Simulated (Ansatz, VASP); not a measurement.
GaN in VASP and in Ansatz

POSCAR

```
GaN
1.0
    0.0000000000      2.0732205589      2.4337806561
    2.0732205589      0.0000000000      2.4337806561
    2.0732205589      2.0732205589      0.0000000000
Ga N
1 1
Direct
    0.0000000000      0.0000000000      0.0000000000
    0.7500000000      0.7500000000      0.7500000000
```

File INCAR.step1:

```
SYSTEM = GaN
ALGO = Normal
EDIFF = 1E-4
ENCUT = 520
GGA = PE
ISMEAR = 0
LASPH = .TRUE.
LCHARG = .FALSE.
LREAL = .FALSE.
LWAVE = .TRUE.
NBANDS = 16
NELM = 60
PREC = Accurate
SIGMA = 0.05
```

INCAR.step2

```
SYSTEM = GaN
ALGO = Normal
EDIFF = 1E-6
ENCUT = 520
ISIF = 2
ISMEAR = 0
ISTART = 1
LASPH = .TRUE.
LCHARG = .TRUE.
LELF = .TRUE.
LMIXTAU = .TRUE.
LREAL = .FALSE.
LVHAR = .TRUE.
LWAVE = .FALSE.
METAGGA = R2SCAN
NBANDS = 16
NELM = 60
PREC = Accurate
SIGMA = 0.05
```

The input KPOINTS:

```
k-points
0
G
  10 10 10
  0 0 0
```

Input for Ansatz:

```yaml
crystal:
  lattice:
    - [0.0, 2.0732205589, 2.4337806561]
    - [2.0732205589, 0.0, 2.4337806561]
    - [2.0732205589, 2.0732205589, 0.0]
  atoms:
    - { symbol: Ga, position: [0.0, 0.0, 0.0] }
    - { symbol: "N", position: [0.75, 0.75, 0.75] }
basis:
  ecutwfc: 500
kpoints:
  mp_grid: { grid: [10, 10, 10] }
hamiltonian:
  xc: r2scan
scf:
  occupations: { method: gaussian, width: 0.05 }
output:
  forces: true
  stress: true
  eigenvalues: true
```

Change from the starting cell: strain -0.080 along x and y, +0.080 along z, atoms carried along.

Alike in both runs: task single point; functional r2SCAN; k mesh 10 × 10 × 10; occupations gaussian, width 0.05 eV; no spin polarisation.

|  | VASP | Ansatz |
| --- | --- | --- |
| version | VASP 6.6.1 | Ansatz 0.2.0 |
| potentials or method | VASP PAW PBE potentials, release 64 (Ga_d, N), cutoff 520 eV | scalar-relativistic, plane waves, PAW |
| valence electrons in the cell | 18 | 18 |

VASP gave:

| Quantity | Value |
| --- | --- |
| gap on the k mesh at the Fermi level (eV) | 2.26 |
| least direct gap on the mesh (eV) | 2.26 |
| pressure (GPa) | 18.8 |
| traceless stress, the component that is largest in VASP (GPa) | -19.79 |

**Question.** Estimate Ansatz's values.

**Answer.** gap on the k mesh at the Fermi level (eV): 2.27; least direct gap on the mesh (eV): 2.27; pressure (GPa): 17.4; traceless stress, the component that is largest in VASP (GPa): -20.09.

VASP's potentials were made for PBE, not for r2SCAN. The functional is the same, so the differences come from potentials, cutoffs and numerics.
